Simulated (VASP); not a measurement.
# V (Im-3m) in VASP: notebook

V is run at these levels: r2SCAN; tasks: single point.

Everything below comes from runs of VASP 6.6.1. Logs are shortened: lines on timing, memory, paths and dates and some standing lists are left out, and cuts for length are marked.

### Step 1. The cell of the first run

It takes space group Im-3m (No. 229, cubic). Conventional cell: a = 3.026 Å, b = 3.026 Å, c = 3.026 Å, α = 90.00°, β = 90.00°, γ = 90.00°. Within 3.5 Å of V (site symmetry m-3m) lie 14 V at 2.62 to 3.03 Å.

### Step 2. Single point, r2SCAN, collinear spin, ferromagnetic start

Input file POSCAR:

```
V
1.0
   -1.5130000000      1.5130000000      1.5130000000
    1.5130000000     -1.5130000000      1.5130000000
    1.5130000000      1.5130000000     -1.5130000000
V
1
Direct
    0.0000000000      0.0000000000      0.0000000000
```

Input file INCAR.step1:

```
SYSTEM = V
ALGO = Normal
EDIFF = 1E-4
ENCUT = 520
GGA = PE
ISMEAR = -1
ISPIN = 2
LASPH = .TRUE.
LCHARG = .FALSE.
LMAXMIX = 4
LREAL = .FALSE.
LWAVE = .TRUE.
MAGMOM = 1.26
NBANDS = 16
NELM = 150
NUPDOWN = 1.26
PREC = Accurate
SIGMA = 0.1
```

Input file INCAR.step2:

```
SYSTEM = V
ALGO = Normal
EDIFF = 1E-7
ENCUT = 520
ISIF = 2
ISMEAR = -1
ISPIN = 2
ISTART = 1
LASPH = .TRUE.
LCHARG = .FALSE.
LMAXMIX = 4
LMIXTAU = .TRUE.
LORBIT = 11
LREAL = .FALSE.
LWAVE = .FALSE.
MAGMOM = 1.26
METAGGA = R2SCAN
NBANDS = 16
NELM = 150
NUPDOWN = 1.26
PREC = Accurate
SIGMA = 0.1
```

Input file KPOINTS:

```
k-points
0
G
  12 12 12
  0 0 0
```

Potentials or basis: VASP PAW PBE potentials, release 64 (V_sv).

Started as:

```sh
cat potpaw_PBE.64/V_sv/POTCAR > POTCAR
cp INCAR.step1 INCAR
mpirun -np 1 vasp_std > vasp.out
cp INCAR.step2 INCAR
mpirun -np 1 vasp_std > vasp.out
```

OUTCAR:

```text
SYSTEM = V
   EDIFF = 1E-7
   ENCUT = 520
   ISIF = 2
   ISMEAR = -1
   ISPIN = 2
   ISTART = 1
   LASPH = .TRUE.
   LORBIT = 11
   LREAL = .FALSE.
   METAGGA = R2SCAN
   NELM = 150
   NUPDOWN = 1.26
   PREC = Accurate

 ion  position               nearest neighbor table
   1  0.000  0.000  0.000-

  LATTYP: Found a body centered cubic cell.
 ALAT       =     3.0260000000

  Lattice vectors:

 A1 = (  -1.5130000000,   1.5130000000,   1.5130000000)
 A2 = (   1.5130000000,  -1.5130000000,   1.5130000000)
 A3 = (   1.5130000000,   1.5130000000,  -1.5130000000)

Analysis of symmetry for initial positions (statically):
=====================================================================
 Subroutine PRICEL returns:
 Original cell was already a primitive cell.

 Routine SETGRP: Setting up the symmetry group for a
 body centered cubic supercell.

 Subroutine GETGRP returns: Found 48 space group operations
[... 9 lines left out ...]

 Routine SETGRP: Setting up the symmetry group for a
 body centered cubic supercell.

 Subroutine GETGRP returns: Found 48 space group operations
 (whereof 48 operations were pure point group operations)
 out of a pool of 48 trial point group operations.

The dynamic configuration has the point symmetry O_h .

Analysis of structural, dynamic, and magnetic symmetry:
=====================================================================
 Subroutine PRICEL returns:
 Original cell was already a primitive cell.

 Routine SETGRP: Setting up the symmetry group for a
 body centered cubic supercell.

 Subroutine GETGRP returns: Found 48 space group operations
 (whereof 48 operations were pure point group operations)
 out of a pool of 48 trial point group operations.

The overall configuration has the point symmetry O_h .

 Subroutine INISYM returns: Found 48 space group operations
[... 5 lines left out ...]
                                     Primitive cell

  volume of cell :      13.8541

  direct lattice vectors                    reciprocal lattice vectors
    -1.513000000  1.513000000  1.513000000     0.000000000  0.330469266  0.330469266
     1.513000000 -1.513000000  1.513000000     0.330469266  0.000000000  0.330469266
     1.513000000  1.513000000 -1.513000000     0.330469266  0.330469266  0.000000000

  length of vectors
     2.620592872  2.620592872  2.620592872     0.467354118  0.467354118  0.467354118

  position of ions in fractional coordinates (direct lattice)
     0.000000000  0.000000000  0.000000000

  ion indices of the primitive-cell ions
   primitive index   ion index
                 1           1

----------------------------------------------------------------------------------------

 KPOINTS: k-points

Automatic generation of k-mesh.
 Grid dimensions read from file:
 generate k-points for:   12   12   12

 Generating k-lattice:

  Cartesian coordinates                     Fractional coordinates (reciprocal lattice)
     0.000000000  0.027539106  0.027539106     0.083333333  0.000000000  0.000000000
     0.027539106  0.000000000  0.027539106     0.000000000  0.083333333  0.000000000
     0.027539106  0.027539106  0.000000000     0.000000000  0.000000000  0.083333333

  Length of vectors
     0.038946177  0.038946177  0.038946177

  Shift w.r.t. Gamma in fractional coordinates (k-lattice)
     0.000000000  0.000000000  0.000000000

 Subroutine IBZKPT returns following result:
 ===========================================

 Found     72 irreducible k-points:

 Following reciprocal coordinates:
            Coordinates               Weight
  0.000000  0.000000  0.000000      1.000000
  0.083333  0.000000  0.000000     12.000000
  0.166667  0.000000  0.000000     12.000000
  0.250000  0.000000  0.000000     12.000000
  0.333333  0.000000  0.000000     12.000000
  0.416667  0.000000  0.000000     12.000000
[... 16 lines left out ...]
  0.333333  0.083333  0.083333     24.000000
  0.416667  0.083333  0.083333     12.000000
 [... further k-points ...]
   k-points           NKPTS =     72   k-points in BZ     NKDIM =     72   number of bands    NBANDS=     16
   number of dos      NEDOS =    301   number of ions     NIONS =      1
   total plane-waves  NPLWV =   8000
   dimension x,y,z NGX =    20 NGY =   20 NGZ =   20
   dimension x,y,z NGXF=    40 NGYF=   40 NGZF=   40
   ions per type =               1
   NGX,Y,Z   is equivalent  to a cutoff of  12.69, 12.69, 12.69 a.u.
   NGXF,Y,Z  is equivalent  to a cutoff of  25.38, 25.38, 25.38 a.u.
 SYSTEM =  V
   PREC   = accura    normal or accurate (medium, high low for compatibility)
   ISTART =      1    job   : 0-new  1-cont  2-samecut
   ICHARG =      0    charge: 1-file 2-atom 10-const
   ISPIN  =      2    spin polarized calculation?
   LNONCOLLINEAR =      F non collinear calculations
   LSORBIT =      F    spin-orbit coupling
   LASPH  =      T    aspherical Exc in radial PAW
   ENCUT  =  520.0 eV  38.22 Ry    6.18 a.u.   4.87  4.87  4.87*2*pi/ulx,y,z
   NELM   =    150;   NELMIN=  2; NELMDL=  0     # of ELM steps
   EDIFF  = 0.1E-06   stopping-criterion for ELM
   LREAL  =      F    real-space projection
   EDIFFG = 0.1E-05   stopping-criterion for IOM
   NSW    =      0    number of steps for IOM
   IBRION =     -1    ionic relax: 0-MD 1-quasi-New 2-CG
   NFREE  =      0    steps in history (QN), initial steepest desc. (CG)
   ISIF   =      2    stress and relaxation
   ISYM   =      2    0-nonsym 1-usesym 2-fastsym
   POTIM  = 0.5000    time-step for ionic-motion
   TEBEG  =    0.0;   TEEND  =   0.0 temperature during run
   PSTRESS=    0.0 pullay stress
   NELECT =      13.0000    total number of electrons
   NUPDOWN=       1.2600    fix difference up-down
   EMIN   =  10.00;   EMAX   =-10.00  energy-range for DOS
   EFERMI =   0.00;   METHOD = LEGACY
   ISMEAR =    -1;   SIGMA  =   0.10  broadening in eV -4-tet -1-fermi 0-gaus
   EFERMI_NEDOS =   21; number of points for ismear=-14 and -15
   IALGO  =     38    algorithm
   IMIX   =      4    mixing-type and parameters
     AMIX     =   0.40;   BMIX     =  1.00
     AMIX_MAG =   1.60;   BMIX_MAG =  1.00
  volume/ion in A,a.u.               =      13.85        93.49
  Fermi-wavevector in a.u.,A,eV,Ry     =   1.602742  3.028744 34.950411  2.568783
  Thomas-Fermi vector in A             =   2.699515
   LORBIT       =     11    0 simple, 1 ext, 2 COOP (PROOUT), +10 PAW based schemes
   METAGGA = R2SCAN    functional components
   LHFCALC =     F    Hartree Fock is set to
   AEXX    =    0.0000 exact exchange contribution
   IVDW    =     0    specifies the selected vdW correction
   LEPSILON=     F    determine dielectric tensor
   LRPA    =     F    only Hartree local field effects (RPA)
 spin polarized calculation
  energy-cutoff  :      520.00
  volume of cell :       13.85
 maximum number of plane-waves:       384
   NGX =  9   NGY =  9   NGZ =  9

 number of electron      12.9999996 magnetization       1.2599999

 Free energy of the ion-electron system (eV)
  ---------------------------------------------------
  ext. energy  EPLUGINS =         0.00000000
  ---------------------------------------------------
  free energy    TOTEN  =       -13.96726969 eV

  energy without entropy =      -13.92043844  energy(sigma->0) =      -13.94385406

 E-fermi :   9.4529     XC(G=0): -13.8559

 val. band max:       10.3644401541   @ k =  -0.3333   0.3333   0.3333
 cond. band min:       9.4663596439   @ k =  -0.2500   0.3333   0.0833
 fundamental gap:     -0.8980805102
 Fermi energy:        10.3672850638

 spin component 1

 k-point     1 :       0.0000    0.0000    0.0000
  band No.  band energies     occupation
      1     -57.4857      1.00000
      2     -29.6890      1.00000
      3     -29.6890      1.00000
      4     -29.6890      1.00000
      5       1.9237      1.00000
      6       9.0190      1.00000
[... 8 lines left out ...]
     15      37.4240      0.00000
     16      41.0011      0.00000

 k-point     2 :       0.0833    0.0000    0.0000
  band No.  band energies     occupation
      1     -57.4733      1.00000
      2     -29.7498      1.00000
      3     -29.7078      1.00000
      4     -29.6892      1.00000
      5       2.2091      1.00000
      6       8.9021      1.00000
[... 8 lines left out ...]
     15      37.8556      0.00000
     16      38.8238      0.00000

 k-point     3 :       0.1667    0.0000    0.0000
  band No.  band energies     occupation
      1     -57.4392      1.00000
      2     -29.9139      1.00000
      3     -29.7587      1.00000
      4     -29.6899      1.00000
      5       3.0119      1.00000
      6       8.5948      1.00000
[... 8 lines left out ...]
     15      36.0764      0.00000
     16      36.8358      0.00000

 k-point     4 :       0.2500    0.0000    0.0000
  band No.  band energies     occupation
      1     -57.3924      1.00000
      2     -30.1336      1.00000
      3     -29.8278      1.00000
      4     -29.6908      1.00000
      5       4.1374      1.00000
      6       8.2002      1.00000
[... 8 lines left out ...]
     15      35.9716      0.00000
     16      37.1349      0.00000
[... 324 lines left out ...]
 k-point    22 :       0.2500    0.0833    0.0833
  band No.  band energies     occupation
      1     -57.3362      1.00000
      2     -30.3543      1.00000
      3     -29.9014      1.00000
      4     -29.7432      1.00000
      5       5.6174      1.00000
      6       7.7060      1.00000
[... 8 lines left out ...]
     15      38.7888      0.00000
     16      40.0539      0.00000

 k-point    23 :       0.3333    0.0833    0.0833
  band No.  band energies     occupation
      1     -57.3054      1.00000
      2     -30.4616      1.00000
      3     -29.9750      1.00000
      4     -29.7473      1.00000
      5       5.9928      1.00000
      6       7.4760      1.00000
[... 8 lines left out ...]
     15      38.6936      0.00000
     16      39.9632      0.00000

 k-point    24 :       0.4167    0.0833    0.0833
  band No.  band energies     occupation
      1     -57.2941      1.00000
      2     -30.4995      1.00000
      3     -30.0028      1.00000
      4     -29.7488      1.00000
      5       6.0217      1.00000
      6       7.3964      1.00000
[... 8 lines left out ...]
     15      38.9396      0.00000
     16      39.3487      0.00000

 [... further k-points ...]

 spin component 2

 k-point     1 :       0.0000    0.0000    0.0000
  band No.  band energies     occupation
      1     -56.2416      1.00000
      2     -28.4468      1.00000
      3     -28.4468      1.00000
      4     -28.4468      1.00000
      5       2.7725      1.00000
      6      10.8526      0.00000
[... 8 lines left out ...]
     15      37.7029      0.00000
     16      42.6419      0.00000

 k-point     2 :       0.0833    0.0000    0.0000
  band No.  band energies     occupation
      1     -56.2294      1.00000
      2     -28.5066      1.00000
      3     -28.4645      1.00000
      4     -28.4475      1.00000
      5       3.0579      1.00000
      6      10.7271      0.00000
[... 8 lines left out ...]
     15      38.3199      0.00000
     16      40.2494      0.00000

 k-point     3 :       0.1667    0.0000    0.0000
  band No.  band energies     occupation
      1     -56.1959      1.00000
      2     -28.6681      1.00000
      3     -28.5126      1.00000
      4     -28.4493      1.00000
      5       3.8650      1.00000
      6      10.3986      0.00008
[... 8 lines left out ...]
     15      37.5201      0.00000
     16      38.0302      0.00000

 k-point     4 :       0.2500    0.0000    0.0000
  band No.  band energies     occupation
      1     -56.1500      1.00000
      2     -28.8842      1.00000
      3     -28.5777      1.00000
      4     -28.4519      1.00000
      5       5.0181      1.00000
      6       9.9794      0.00514
[... 8 lines left out ...]
     15      37.0936      0.00000
     16      37.7707      0.00000
[... 324 lines left out ...]
 k-point    22 :       0.2500    0.0833    0.0833
  band No.  band energies     occupation
      1     -56.0948      1.00000
      2     -29.1001      1.00000
      3     -28.6515      1.00000
      4     -28.5042      1.00000
      5       6.6147      1.00000
      6       9.3870      0.65898
[... 8 lines left out ...]
     15      39.9994      0.00000
     16      40.8622      0.00000

 k-point    23 :       0.3333    0.0833    0.0833
  band No.  band energies     occupation
      1     -56.0645      1.00000
      2     -29.2064      1.00000
      3     -28.7215      1.00000
      4     -28.5097      1.00000
      5       7.1176      1.00000
      6       9.1655      0.94655
[... 8 lines left out ...]
     15      39.8272      0.00000
     16      40.9874      0.00000

 k-point    24 :       0.4167    0.0833    0.0833
  band No.  band energies     occupation
      1     -56.0534      1.00000
      2     -29.2441      1.00000
      3     -28.7479      1.00000
      4     -28.5117      1.00000
      5       7.1761      1.00000
      6       9.0894      0.97430
[... 8 lines left out ...]
     15      40.0327      0.00000
     16      40.3937      0.00000

 [... further k-points ...]
[... 5 lines left out ...]
  --------------------------------------------------------------------------------------
  -------------------------------------------------------------------------------------
  Total        0.2518085      0.2518085      0.2518085      0.0000000     -0.0000000      0.0000000
  in kB       29.1208570     29.1208570     29.1208570      0.0000000     -0.0000000      0.0000000
  external PRESSURE =      29.1208570 kB  Pullay stress =       0.0000000 kB

 VOLUME and BASIS-vectors are now :
 -----------------------------------------------------------------------------
  energy-cutoff  :      520.00
  volume of cell :       13.85
      direct lattice vectors                 reciprocal lattice vectors
    -1.513000000  1.513000000  1.513000000     0.000000000  0.330469266  0.330469266
     1.513000000 -1.513000000  1.513000000     0.330469266  0.000000000  0.330469266
     1.513000000  1.513000000 -1.513000000     0.330469266  0.330469266  0.000000000

 POSITION                                       TOTAL-FORCE (eV/Angst)
 -----------------------------------------------------------------------------------
      0.00000      0.00000      0.00000        -0.000000      0.000000      0.000000
 -----------------------------------------------------------------------------------
    total drift:                                0.000000     -0.000000      0.000000

  FREE ENERGIE OF THE ION-ELECTRON SYSTEM (eV)
  ---------------------------------------------------
  free  energy   TOTEN  =       -13.9672696871 eV

  energy  without entropy=      -13.9204384407  energy(sigma->0) =      -13.94385406

 total charge

# of ion       s       p       d       tot
------------------------------------------
    1        2.330   6.237   3.009  11.576

 magnetization (x)

# of ion       s       p       d       tot
------------------------------------------
    1        0.013   0.070   0.988   1.072
```

It took 4.1 min on 1 thread of Intel Xeon 8259CL, shared host; peak memory 0.15 GiB.

What came out:

```
Free energy                                           : -13.9673 eV
Pressure                                              : 2.9 GPa
Net moment                                            : 1.26 μB per cell
Site moments                                          : V +1.07 μB
Valence electrons inside the program's atomic spheres : V 11.58
```

Caveat: the PAW data sets were made with another functional, which shifts forces and pressure a little; the total moment is fixed, so each spin has its own Fermi level.

### Step 3. Single point, r2SCAN, collinear spin, ferromagnetic start

POSCAR is that of step 2.

Input file INCAR.step1:

```
SYSTEM = V
PREC     = Accurate       ! precision mode
ENCUT    = 520            ! plane-wave cutoff, eV
ISMEAR   = -1             ! smearing method
SIGMA    = 0.1            ! smearing width, eV
LREAL    = .False.        ! projectors in reciprocal space
LASPH    = .True.         ! aspherical terms in the spheres
NELM     = 150            ! most SCF steps
ISPIN    = 2              ! spin polarisation
MAGMOM   = 0.2            ! initial moments
LMAXMIX  = 4              ! l up to which the mixer works
NBANDS   = 16             ! bands
GGA      = PE             ! functional
ALGO     = Normal         ! electronic algorithm
EDIFF    = 1E-4           ! SCF threshold, eV
LWAVE    = .True.         ! write WAVECAR
LCHARG   = .False.        ! write CHGCAR
```

Input file INCAR.step2:

```
SYSTEM = V
PREC     = Accurate       ! precision mode
ENCUT    = 520            ! plane-wave cutoff, eV
EDIFF    = 1E-6           ! SCF threshold, eV
ISMEAR   = -1             ! smearing method
SIGMA    = 0.1            ! smearing width, eV
LREAL    = .False.        ! projectors in reciprocal space
LASPH    = .True.         ! aspherical terms in the spheres
NELM     = 150            ! most SCF steps
ALGO     = Normal         ! electronic algorithm
ISIF     = 2              ! what is computed and relaxed
LWAVE    = .False.        ! write WAVECAR
LCHARG   = .False.        ! write CHGCAR
ISPIN    = 2              ! spin polarisation
MAGMOM   = 0.2            ! initial moments
LORBIT   = 11             ! projections on sites
LMAXMIX  = 4              ! l up to which the mixer works
METAGGA  = R2SCAN         ! meta-GGA
LMIXTAU  = .True.       
NBANDS   = 16             ! bands
ISTART   = 1
```

Input file KPOINTS:

```
Automatic mesh
0
Gamma
  12 12 12
  0 0 0
```

Potentials or basis: VASP PAW PBE potentials, release 64 (V_sv).

Started as:

```sh
cat potpaw_PBE.64/V_sv/POTCAR > POTCAR
cp INCAR.step1 INCAR
mpirun -np 1 vasp_std > vasp.out
cp INCAR.step2 INCAR
mpirun -np 1 vasp_std > vasp.out
```

Run time: 3.2 min. Hardware: 1 thread of Intel Xeon 8259CL, shared host; peak memory 0.15 GiB.

It converged, with:

| Item | Value |
| --- | --- |
| Free energy | -14.1416 eV |
| Pressure | -6.7 GPa |
| Net moment | 0.01 μB per cell |
| Valence electrons inside the program's atomic spheres | V 11.57 |

Levels at points of the mesh, in eV from the Fermi level:
Spin up:
```tsv
k point	band 4	band 5	band 6	band 7	band 8	band 9
(0.00, 0.00, 0.00)	-38.56	-7.01	0.46	0.46	0.46	2.58
(0.50, 0.00, 0.00)	-38.57	-3.25	-1.11	1.39	2.54	2.93
(0.50, 0.50, 0.50)	-39.15	-2.98	-2.98	3.73	3.73	3.73
```
Spin down:
```
           k point  band 2  band 3  band 4  band 5  band 6  band 7  band 8  band 9  band 10  band 11
(0.00, 0.00, 0.00)  -38.56  -38.56  -38.56   -7.01    0.47    0.47    0.47    2.58     2.58    21.01
(0.50, 0.00, 0.00)  -39.42  -38.82  -38.56   -3.25   -1.10    1.40    2.54    2.94     4.13    10.24
(0.50, 0.50, 0.50)  -39.14  -39.14  -39.14   -2.98   -2.98    3.74    3.74    3.74    10.35    10.35
```

Caveat: the PAW data sets were made with another functional, which shifts forces and pressure a little.
